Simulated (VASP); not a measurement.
Write the native input for VASP 6.6.1 that does the following.

```yaml
Task: single point
Functional: PBE
Potentials_or_basis: VASP PAW PBE potentials, release 64 (Mn_pv)
Cutoff: 520 eV
k_mesh: 16 × 16 × 16
Occupations: fermi-dirac, width 0.05 eV
Spin: collinear spin, ferromagnetic start
Starting_moments: "[4.0] μB"
Dipole_correction: no
Further_INCAR_settings: ALGO = Normal; EDIFF = 1e-06; NBANDS = 16
```

The structure of Mn lies in POSCAR:

```
Mn
1.0
    0.0000000000      1.9315000000      1.9315000000
    1.9315000000      0.0000000000      1.9315000000
    1.9315000000      1.9315000000      0.0000000000
Mn
1
Direct
    0.0000000000      0.0000000000      0.0000000000
```

One way to write it, as run:

INCAR

```
SYSTEM = Mn
ALGO = Normal
EDIFF = 1E-6
ENCUT = 520
GGA = PE
ISIF = 2
ISMEAR = -1
ISPIN = 2
LASPH = .True.
LCHARG = .True.
LELF = .True.
LMAXMIX = 4
LORBIT = 11
LREAL = .False.
LVHAR = .True.
LWAVE = .False.
MAGMOM = 4
NBANDS = 16
NELM = 150
PREC = Accurate
SIGMA = 0.05
```

KPOINTS

```
k-points
0
Gamma
  16 16 16
  0 0 0
```

Potentials or basis: VASP PAW PBE potentials, release 64 (Mn_pv).

Launch:

```sh
$ cat potpaw_PBE.64/Mn_pv/POTCAR > POTCAR
$ mpirun -np 1 vasp_std > vasp.out
```

Results of the run:

```yaml
Pressure: -12.1 GPa
Net_moment: 2.88 μB per cell
Site_moments: Mn +2.82 μB
Valence_electrons_inside_the_program's_atomic_spheres: Mn 11.56
```

Wall time 61 s on 1 thread of AMD EPYC 9R45 (Zen 5), with other jobs on the host, peak memory 0.13 GiB.
